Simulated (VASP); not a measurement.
Set up this calculation in VASP 6.6.1, as the native input.

| Item | Value |
| --- | --- |
| Task | single point |
| Functional | LDA |
| Potentials or basis | VASP PAW LDA potentials, release 64 (Sr_sv) |
| Cutoff | 520 eV |
| k mesh | 13 × 13 × 13 |
| Occupations | fermi-dirac, width 0.05 eV |
| Spin | no spin polarisation |
| Dipole correction | no |
| Further INCAR settings | ALGO = Normal; EDIFF = 1e-06; NBANDS = 11 |

The structure of Sr lies in POSCAR:

```
Sr
1.0
    0.0000000000      2.1340242794      2.1340242794
    2.1340242794      0.0000000000      2.1340242794
    2.1340242794      2.1340242794      0.0000000000
Sr
1
Direct
    0.0000000000      0.0000000000      0.0000000000
```

One way to write it, as run:

INCAR

```
  PREC = Accurate
  ENCUT = 520
  EDIFF = 1E-6
  ISMEAR = -1
  SIGMA = 0.05
  LREAL = False
  LASPH = True
  NELM = 60
  ALGO = Normal
  ISIF = 2
  LWAVE = False
  LCHARG = True
  LELF = True
  LVHAR = True
  NBANDS = 11
```

KPOINTS

```
Automatic mesh
0
Gamma
  13 13 13
```

Potentials or basis: VASP PAW LDA potentials, release 64 (Sr_sv).

Launch:

```bash
$ cat potpaw_LDA.64/Sr_sv/POTCAR > POTCAR
$ mpirun -np 1 vasp_std > vasp.out
```

Results of the run:

| Item | Value |
| --- | --- |
| Pressure | 44.1 GPa |
| Band gap on the k mesh | zero (bands 5 and 6 overlap by 2.49 eV) |

Caveat: the cell stands under pressure.

Run time: 20 s on 1 thread of Intel Xeon 8259CL, with other jobs on the host, peak memory 0.14 GiB.
